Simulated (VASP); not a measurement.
# BeTe (Fm-3m) in VASP: notebook

The runs below take BeTe through single point, with PBE-based screened hybrid with 25 % exact exchange.

All numbers are computed with VASP 6.6.1; they aren't measurements. Logs are shortened: lines on timing, memory, paths and dates and some standing lists are left out, and cuts for length are marked.

### 1 The cell of the first run

Symmetry: Fm-3m, No. 225, cubic system. The conventional cell has a = 5.361 Å, b = 5.361 Å, c = 5.361 Å, α = 90.00°, β = 90.00°, γ = 90.00°. Be (site symmetry m-3m) has 6 Te at 2.68 Å within 3.5 Å. Within 3.5 Å of Te (site symmetry m-3m) lie 6 Be at 2.68 Å.

### 2 Single point, PBE-based screened hybrid with 25 % exact exchange

The input, POSCAR:

```
BeTe
1.0
    0.0000000000      2.6803100000      2.6803100000
    2.6803100000      0.0000000000      2.6803100000
    2.6803100000      2.6803100000      0.0000000000
Be Te
1 1
Direct
    0.5000000000      0.5000000000      0.5000000000
    0.0000000000      0.0000000000      0.0000000000
```

The input, INCAR.step1:

```
PREC     = Accurate       # precision mode
ENCUT    = 520            # plane-wave cutoff, eV
EDIFF    = 1E-5           # SCF threshold, eV
ISMEAR   = -1             # smearing method
SIGMA    = 0.05           # smearing width, eV
LREAL    = False          # projectors in reciprocal space
LASPH    = True           # aspherical terms in the spheres
NELM     = 80             # most SCF steps
ALGO     = Normal         # electronic algorithm
ISIF     = 2              # what is computed and relaxed
LWAVE    = True           # write WAVECAR
LCHARG   = False          # write CHGCAR
NBANDS   = 11             # bands
GGA      = PE             # functional
```

The input, INCAR.step2:

```
PREC     = Accurate       # precision mode
ENCUT    = 520            # plane-wave cutoff, eV
EDIFF    = 1E-6           # SCF threshold, eV
ISMEAR   = -1             # smearing method
SIGMA    = 0.05           # smearing width, eV
LREAL    = False          # projectors in reciprocal space
LASPH    = True           # aspherical terms in the spheres
NELM     = 80             # most SCF steps
ALGO     = Normal         # electronic algorithm
ISIF     = 2              # what is computed and relaxed
LWAVE    = False          # write WAVECAR
LCHARG   = False          # write CHGCAR
GGA      = PE             # functional
LHFCALC  = True           # exact exchange
AEXX     = 0.25           # exact-exchange fraction
HFSCREEN = 0.3            # screening, 1/A
PRECFOCK = Normal       
NBANDS   = 11             # bands
ISTART   = 1
```

The input, KPOINTS:

```
regular mesh
0
Gamma
  5 5 5
```

Potentials or basis: VASP PAW PBE potentials, release 64 (Be, Te).

On the command line:

```console
cat potpaw_PBE.64/Be/POTCAR potpaw_PBE.64/Te/POTCAR > POTCAR
cp INCAR.step1 INCAR
mpirun -np 1 vasp_std > vasp.out
cp INCAR.step2 INCAR
mpirun -np 1 vasp_std > vasp.out
```

OUTCAR:

```text
PREC = Accurate
   ENCUT = 520
   EDIFF = 1E-6
   ISMEAR = -1
   LREAL = False
   LASPH = True
   NELM = 80
   ISIF = 2
   GGA = PE
   LHFCALC = True
   AEXX = 0.25
   HFSCREEN = 0.3
   PRECFOCK = Normal
   ISTART = 1

 ion  position               nearest neighbor table
   1  0.500  0.500  0.500-   2 2.68   2 2.68   2 2.68   2 2.68   2 2.68   2 2.68
   2  0.000  0.000  0.000-   1 2.68   1 2.68   1 2.68   1 2.68   1 2.68   1 2.68

  LATTYP: Found a face centered cubic cell.
 ALAT       =     5.3606200000

  Lattice vectors:

 A1 = (   0.0000000000,   2.6803100000,   2.6803100000)
 A2 = (   2.6803100000,   0.0000000000,   2.6803100000)
 A3 = (   2.6803100000,   2.6803100000,   0.0000000000)

Analysis of symmetry for initial positions (statically):
=====================================================================
 Subroutine PRICEL returns:
 Original cell was already a primitive cell.

 Routine SETGRP: Setting up the symmetry group for a
 face centered cubic supercell.

 Subroutine GETGRP returns: Found 48 space group operations
 (whereof 48 operations were pure point group operations)
 out of a pool of 48 trial point group operations.

The static configuration has the point symmetry O_h .

Analysis of symmetry for dynamics (positions and initial velocities):
=====================================================================
 Subroutine PRICEL returns:
 Original cell was already a primitive cell.

 Routine SETGRP: Setting up the symmetry group for a
 face centered cubic supercell.

 Subroutine GETGRP returns: Found 48 space group operations
 (whereof 48 operations were pure point group operations)
 out of a pool of 48 trial point group operations.

The dynamic configuration has the point symmetry O_h .

 Subroutine INISYM returns: Found 48 space group operations
 (whereof 48 operations are pure point group operations),
 and found     1 'primitive' translations

----------------------------------------------------------------------------------------

                                     Primitive cell

  volume of cell :      38.5110

  direct lattice vectors                    reciprocal lattice vectors
     0.000000000  2.680310000  2.680310000    -0.186545586  0.186545586  0.186545586
     2.680310000  0.000000000  2.680310000     0.186545586 -0.186545586  0.186545586
     2.680310000  2.680310000  0.000000000     0.186545586  0.186545586 -0.186545586

  length of vectors
     3.790530753  3.790530753  3.790530753     0.323106433  0.323106433  0.323106433

  position of ions in fractional coordinates (direct lattice)
     0.500000000  0.500000000  0.500000000
     0.000000000  0.000000000  0.000000000

  ion indices of the primitive-cell ions
   primitive index   ion index
                 1           1
                 2           2

----------------------------------------------------------------------------------------

 KPOINTS: regular mesh

Automatic generation of k-mesh.
 Grid dimensions read from file:
 generate k-points for:    5    5    5

 Generating k-lattice:

  Cartesian coordinates                     Fractional coordinates (reciprocal lattice)
    -0.037309117  0.037309117  0.037309117     0.200000000  0.000000000  0.000000000
     0.037309117 -0.037309117  0.037309117     0.000000000  0.200000000  0.000000000
     0.037309117  0.037309117 -0.037309117     0.000000000  0.000000000  0.200000000

  Length of vectors
     0.064621287  0.064621287  0.064621287

  Shift w.r.t. Gamma in fractional coordinates (k-lattice)
     0.000000000  0.000000000  0.000000000

 Subroutine IBZKPT returns following result:
 ===========================================

 Found     10 irreducible k-points:

 Following reciprocal coordinates:
            Coordinates               Weight
  0.000000  0.000000  0.000000      1.000000
  0.200000  0.000000  0.000000      8.000000
  0.400000  0.000000  0.000000      8.000000
  0.200000  0.200000  0.000000      6.000000
  0.400000  0.200000  0.000000     24.000000
 -0.400000  0.200000  0.000000     24.000000
 -0.200000  0.200000  0.000000     12.000000
  0.400000  0.400000  0.000000      6.000000
 -0.400000  0.400000  0.000000     12.000000
 -0.400000  0.400000  0.200000     24.000000
   k-points           NKPTS =     10   k-points in BZ     NKDIM =    125   number of bands    NBANDS=     11
   number of dos      NEDOS =    301   number of ions     NIONS =      2
   total plane-waves  NPLWV =  21952
   dimension x,y,z NGX =    28 NGY =   28 NGZ =   28
   dimension x,y,z NGXF=    56 NGYF=   56 NGZF=   56
   ions per type =               1   1
   NGX,Y,Z   is equivalent  to a cutoff of  12.28, 12.28, 12.28 a.u.
   NGXF,Y,Z  is equivalent  to a cutoff of  24.56, 24.56, 24.56 a.u.
 SYSTEM =  unknown system
   PREC   = accura    normal or accurate (medium, high low for compatibility)
   ISTART =      1    job   : 0-new  1-cont  2-samecut
   ICHARG =      0    charge: 1-file 2-atom 10-const
   ISPIN  =      1    spin polarized calculation?
   LNONCOLLINEAR =      F non collinear calculations
   LSORBIT =      F    spin-orbit coupling
   LASPH  =      T    aspherical Exc in radial PAW
   ENCUT  =  520.0 eV  38.22 Ry    6.18 a.u.   7.05  7.05  7.05*2*pi/ulx,y,z
   NELM   =     80;   NELMIN=  2; NELMDL=  0     # of ELM steps
   EDIFF  = 0.1E-05   stopping-criterion for ELM
   LREAL  =      F    real-space projection
   EDIFFG = 0.1E-04   stopping-criterion for IOM
   NSW    =      0    number of steps for IOM
   IBRION =     -1    ionic relax: 0-MD 1-quasi-New 2-CG
   NFREE  =      0    steps in history (QN), initial steepest desc. (CG)
   ISIF   =      2    stress and relaxation
   ISYM   =      3    0-nonsym 1-usesym 2-fastsym
   POTIM  = 0.5000    time-step for ionic-motion
   TEBEG  =    0.0;   TEEND  =   0.0 temperature during run
   PSTRESS=    0.0 pullay stress
   NELECT =       8.0000    total number of electrons
   NUPDOWN=      -1.0000    fix difference up-down
   EMIN   =  10.00;   EMAX   =-10.00  energy-range for DOS
   EFERMI =   0.00;   METHOD = LEGACY
   ISMEAR =    -1;   SIGMA  =   0.05  broadening in eV -4-tet -1-fermi 0-gaus
   EFERMI_NEDOS =   21; number of points for ismear=-14 and -15
   IALGO  =     38    algorithm
   IMIX   =      1    mixing-type and parameters
     AMIX     =   0.40;   BMIX     =  1.00
     AMIX_MAG =   1.60;   BMIX_MAG =  1.00
  volume/ion in A,a.u.               =      19.26       129.94
  Fermi-wavevector in a.u.,A,eV,Ry     =   0.969564  1.832210 12.790215  0.940054
  Thomas-Fermi vector in A             =   2.099627
   LORBIT       =      0    0 simple, 1 ext, 2 COOP (PROOUT), +10 PAW based schemes
   GGA     = PE    functional components
   LHFCALC =     T    Hartree Fock is set to
   PRECFOCK=normal    Normal, Fast or Accurate (Low or Medium for compatibility)
   ENCUT4O =  -1.0   cutoff for four orbital integrals eV
   NKREDX  =     1    reduce k-point grid by
   NKREDY  =     1    reduce k-point grid by
   NKREDZ  =     1    reduce k-point grid by
   AEXX    =    0.2500 exact exchange contribution
   HFSCREEN=    0.3000 screening length (either q_TF or 0.3 A-1)
   HFSCREENC=   0.3000 screening length for correlation (either q_TF or 0.3 A-1)
   ENCUTFOCK=  -1.0 apply spherical cutoff to Coloumb kernel
   IVDW    =     0    specifies the selected vdW correction
   LEPSILON=     F    determine dielectric tensor
   LRPA    =     F    only Hartree local field effects (RPA)
 non-spin polarized calculation
  energy-cutoff  :      520.00
  volume of cell :       38.51
 maximum number of plane-waves:      1047
  NGX = 24; NGY = 24; NGZ = 24

 number of electron       8.0000000 magnetization

 Free energy of the ion-electron system (eV)
  ---------------------------------------------------
  ext. energy  EPLUGINS =         0.00000000
  ---------------------------------------------------
  free energy    TOTEN  =        -7.33820460 eV

  energy without entropy =       -7.33146972  energy(sigma->0) =       -7.33483716

 E-fermi :   7.1159     XC(G=0):  -8.4085

 val. band max:        7.1159174912   @ k =  -0.2000   0.2000   0.0000
 cond. band min:       7.5091758723   @ k =  -0.4000   0.4000   0.0000
 fundamental gap:      0.3932583811
 Fermi energy:         7.1159456338

 k-point     1 :       0.0000    0.0000    0.0000
  band No.  band energies     occupation
      1      -7.5408      2.00000
      2       6.7339      1.99904
      3       6.7339      1.99904
      4       6.7339      1.99904
      5      10.5204      0.00000
      6      14.1359      0.00000
      7      14.1359      0.00000
      8      14.1359      0.00000
      9      14.4326      0.00000
     10      14.4326      0.00000
     11      14.4326      0.00000

 k-point     2 :       0.2000    0.0000    0.0000
  band No.  band energies     occupation
      1      -7.0020      2.00000
      2       3.6694      2.00000
      3       6.6583      1.99979
      4       6.6583      1.99979
      5      11.1922      0.00000
      6      12.0218      0.00000
      7      12.0218      0.00000
      8      13.8428      0.00000
      9      15.0208      0.00000
     10      15.6742      0.00000
     11      15.6742      0.00000

 k-point     3 :       0.4000    0.0000    0.0000
  band No.  band energies     occupation
      1      -5.7159      2.00000
      2       0.1946      2.00000
      3       6.6887      1.99961
      4       6.6887      1.99961
      5      10.0641      0.00000
      6      10.0641      0.00000
      7      10.5343      0.00000
      8      13.3621      0.00000
      9      18.4375      0.00000
     10      18.8914      0.00000
     11      18.8914      0.00000
[... 71 lines left out ...]
 k-point     9 :      -0.4000    0.4000    0.0000
  band No.  band energies     occupation
      1      -4.4710      2.00000
      2       0.8526      2.00000
      3       1.9995      2.00000
      4       4.2044      2.00000
      5       7.5092      0.00077
      6      12.4170      0.00000
      7      14.6995      0.00000
      8      16.1351      0.00000
      9      18.7192      0.00000
     10      19.6105      0.00000
     11      20.5585      0.00000

 k-point    10 :      -0.4000    0.4000    0.2000
  band No.  band energies     occupation
      1      -4.7463      2.00000
      2       1.1399      2.00000
      3       2.3924      2.00000
      4       3.5653      2.00000
      5       9.7413      0.00000
      6      11.6955      0.00000
      7      13.8156      0.00000
      8      17.0492      0.00000
      9      17.1766      0.00000
     10      17.4800      0.00000
     11      21.4933      0.00000

------------------------ aborting loop because EDIFF is reached ----------------------------------------

  FORCE on cell =-STRESS in cart. coord.  units (eV):
  Direction    XX          YY          ZZ          XY          YZ          ZX
  --------------------------------------------------------------------------------------
  -------------------------------------------------------------------------------------
  Total       -0.1786553     -0.1786553     -0.1786553      0.0000000     -0.0000000     -0.0000000
  in kB       -7.4326110     -7.4326110     -7.4326110      0.0000000     -0.0000000     -0.0000000
  external PRESSURE =      -7.4326110 kB  Pullay stress =       0.0000000 kB

 VOLUME and BASIS-vectors are now :
 -----------------------------------------------------------------------------
  energy-cutoff  :      520.00
  volume of cell :       38.51
      direct lattice vectors                 reciprocal lattice vectors
     0.000000000  2.680310000  2.680310000    -0.186545586  0.186545586  0.186545586
     2.680310000  0.000000000  2.680310000     0.186545586 -0.186545586  0.186545586
     2.680310000  2.680310000  0.000000000     0.186545586  0.186545586 -0.186545586

 POSITION                                       TOTAL-FORCE (eV/Angst)
 -----------------------------------------------------------------------------------
      2.68031      2.68031      2.68031        -0.000000     -0.000000     -0.000000
      0.00000      0.00000      0.00000         0.000000      0.000000      0.000000
 -----------------------------------------------------------------------------------
    total drift:                                0.000000      0.000000     -0.000000

  FREE ENERGIE OF THE ION-ELECTRON SYSTEM (eV)
  ---------------------------------------------------
  free  energy   TOTEN  =        -7.3382045972 eV

  energy  without entropy=       -7.3314697190  energy(sigma->0) =       -7.33483716
```

Wall time 6.6 min (1 thread of AMD EPYC 7R43 (Zen 3), shared host); peak memory 0.24 GiB.

Results:

```
Free energy            : -7.3382 eV
Pressure               : -0.7 GPa
Band gap on the k mesh : zero (bands 4 and 5 overlap by 0.58 eV)
```

Caveat: the k points lie up to 0.41 Å⁻¹ apart, too coarse for converged energies and pressures of a metal; the PAW data sets were made with another functional, which shifts forces and pressure a little; spin-orbit coupling is left out, which moves the levels of the heavy elements.

(Part 1 of 2 ends here.)

The gap in the log of VASP goes by the Fermi energy; the results here count the filled bands.